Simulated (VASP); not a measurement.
Input of a VASP 6.6.1 run:

The input INCAR:

```
SYSTEM = Ir
PREC     = Accurate       ! precision mode
ENCUT    = 520            ! plane-wave cutoff, eV
EDIFF    = 1E-7           ! SCF threshold, eV
ISMEAR   = 0              ! smearing method
SIGMA    = 0.15           ! smearing width, eV
LREAL    = .FALSE.        ! projectors in reciprocal space
LASPH    = .TRUE.         ! aspherical terms in the spheres
NELM     = 80             ! most SCF steps
ALGO     = Fast           ! electronic algorithm
ISIF     = 2              ! what is computed and relaxed
LWAVE    = .FALSE.        ! write WAVECAR
LCHARG   = .FALSE.        ! write CHGCAR
GGA      = PS             ! functional
NBANDS   = 10             ! bands
```

The input KPOINTS:

```
regular mesh
0
G
  22 22 22
  0 0 0
```

File POSCAR:

```
Ir
1.0
    0.0000000000      1.9197000000      1.8909045000
    1.9197000000      0.0000000000      1.8909045000
    1.9197000000      1.9197000000      0.0000000000
Ir
1
Direct
    0.0000000000      0.0000000000      0.0000000000
```

Potentials or basis: VASP PAW PBE potentials, release 64 (Ir).

Launch:

```bash
$ cat potpaw_PBE.64/Ir/POTCAR > POTCAR
$ mpirun -np 1 vasp_std > vasp.out
```

Problem. Estimate the pressure.

Solution. 4.4 GPa.

Problem. What does it give for the band gap on the k mesh?

Solution. Zero (an odd number of electrons rules out a gap without spin polarisation).

Stress tensor (GPa, compression positive):
```
2.43 0.00 0.00
0.00 2.43 0.00
0.00 0.00 8.24
```

Caveat: the cell differs from its parent crystal (strain -0.0150 x Voigt [0, 0, 1, 0, 0, 0]); the cell stands under pressure; the PAW data sets were made with another functional, which shifts forces and pressure a little; spin-orbit coupling is left out, which moves the levels of the heavy elements.
